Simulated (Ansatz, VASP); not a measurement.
**HCl: VASP beside Ansatz**

Contents of INCAR:

```
SYSTEM = HCl
PREC = Accurate
ENCUT = 520
EDIFF = 1E-7
ISMEAR = 0
SIGMA = 0.15
LREAL = .FALSE.
LASPH = .TRUE.
NELM = 100
ALGO = Normal
ISIF = 2
LWAVE = .FALSE.
LCHARG = .TRUE.
GGA = PS
LELF = .TRUE.
LVHAR = .TRUE.
NBANDS = 11
```

Contents of KPOINTS:

```
regular mesh
0
G
  16 16 16
  0 0 0
```

The input POSCAR:

```
HCl
1.0
   -0.1308779828      2.6736502197      2.6736502197
    2.6736502197     -0.1308779828      2.6736502197
    2.6736502197      2.6736502197     -0.1308779828
H Cl
1 1
Direct
    0.0000000000      0.0000000000      0.0000000000
    0.5000000000      0.5000000000      0.5000000000
```

Input for Ansatz:

```yaml
crystal:
  lattice:
    - [-0.1308779828, 2.6736502197, 2.6736502197]
    - [2.6736502197, -0.1308779828, 2.6736502197]
    - [2.6736502197, 2.6736502197, -0.1308779828]
  atoms:
    - { symbol: H, position: [0.0, 0.0, 0.0] }
    - { symbol: Cl, position: [0.5, 0.5, 0.5] }
basis:
  ecutwfc: 420
kpoints:
  mp_grid: { grid: [16, 16, 16] }
hamiltonian:
  xc: pbesol
scf:
  occupations: { method: gaussian, width: 0.15 }
output:
  forces: true
  stress: true
  eigenvalues: true
```

Alike in both runs: task single point; functional PBEsol; k mesh 16 × 16 × 16; occupations gaussian, width 0.15 eV; no spin polarisation.

```csv
,VASP,Ansatz
version,VASP 6.6.1,Ansatz 0.2.0
potentials or method,"VASP PAW PBE potentials, release 64 (H, Cl), cutoff 520 eV","scalar-relativistic, plane waves, PAW"
valence electrons in the cell,8,8
```

```tsv
	VASP	Ansatz	Ansatz less VASP
gap on the k mesh at the Fermi level (eV)	none	none	-
pressure (GPa)	-10.3	-10.3	+0.05
traceless stress, the component that is largest in VASP (GPa)	0.81	0.81	0.000
```

VASP's potentials were made for PBE, not for PBEsol. A gap of «none» marks a metal or a gap that the smearing closes. With one functional, cell and mesh, what is left measures potentials, basis and numerics.
